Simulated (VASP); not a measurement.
Input of a VASP 6.6.1 run:

Contents of POSCAR:

```
ZnO
1.0
    3.0578012714      0.0000000000      0.0000000000
   -1.5289006357      2.6481335808      0.0000000000
    0.0000000000      0.0000000000      5.8763559445
Zn O
2 2
Direct
    0.3333333333      0.6666666667      0.0000000000
    0.6666666667      0.3333333333      0.5000000000
    0.3333333333      0.6666666667      0.3821000000
    0.6666666667      0.3333333333      0.8821000000
```

File INCAR.step1:

```
SYSTEM = ZnO
  ALGO = Normal
  EDIFF = 1E-4
  ENCUT = 520
  GGA = PE
  ISMEAR = 0
  LASPH = .True.
  LCHARG = .False.
  LREAL = .False.
  LWAVE = .True.
  NBANDS = 26
  NELM = 80
  PREC = Accurate
  SIGMA = 0.05
```

INCAR.step2

```
SYSTEM = ZnO
  ALGO = Normal
  EDIFF = 1E-6
  ENCUT = 520
  ISIF = 2
  ISMEAR = 0
  ISTART = 1
  LASPH = .True.
  LCHARG = .False.
  LMIXTAU = .True.
  LREAL = .False.
  LWAVE = .False.
  METAGGA = R2SCAN
  NBANDS = 26
  NELM = 80
  PREC = Accurate
  SIGMA = 0.05
```

File KPOINTS:

```
k-points
0
Gamma
  12 12 6
  0 0 0
```

Potentials or basis: VASP PAW PBE potentials, release 64 (Zn, O).

Command:

```bash
$ cat potpaw_PBE.64/Zn/POTCAR potpaw_PBE.64/O/POTCAR > POTCAR
$ cp INCAR.step1 INCAR
$ mpirun -np 1 vasp_std > vasp.out
$ cp INCAR.step2 INCAR
$ mpirun -np 1 vasp_std > vasp.out
```

Q: Predict the pressure.

A: 6.8 GPa.

Q: What does it give for the band gap on the k mesh?

A: 0.73 eV, direct.

Stress tensor (GPa, compression positive):
```
 18.43   0.00   0.00
  0.00  18.43   0.00
  0.00   0.00 -16.55
```

Caveat: the PAW data sets were made with another functional, which shifts forces and pressure a little.
